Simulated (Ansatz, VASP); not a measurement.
**KF: VASP beside Ansatz**

```
K F
1.0
     0.00000    2.63340    2.67350
     2.63340    0.00000    2.67350
     2.63340    2.63340    0.00000
K F
1 1
Direct
  0.00000 0.00000 0.00000
  0.50000 0.50000 0.50000
```

Change from the starting cell: strain -0.0150 x Voigt [1, 1, 0, 0, 0, 0], atoms carried along.

Alike in both runs: task single point; functional r2SCAN; k mesh 8 × 8 × 8; occupations gaussian, width 0.05 eV; no spin polarisation.

|  | VASP | Ansatz |
| --- | --- | --- |
| version | VASP 6.6.1 | Ansatz 0.2.0 |
| potentials or method | VASP PAW PBE potentials, release 64 (K_sv, F), cutoff 520 eV | scalar-relativistic, plane waves, PAW |
| valence electrons in the cell | 16 | 16 |

VASP gave:

```
gap on the k mesh at the Fermi level (eV)                     : 6.97
least direct gap on the mesh (eV)                             : 6.97
pressure (GPa)                                                : 0.5
traceless stress, the component that is largest in VASP (GPa) : -0.69
```

Question: What did Ansatz give for the same quantities?

Answer: gap on the k mesh at the Fermi level (eV): 6.97; least direct gap on the mesh (eV): 6.97; pressure (GPa): 0.5; traceless stress, the component that is largest in VASP (GPa): -0.67.

VASP's potentials were made for PBE, not for r2SCAN.
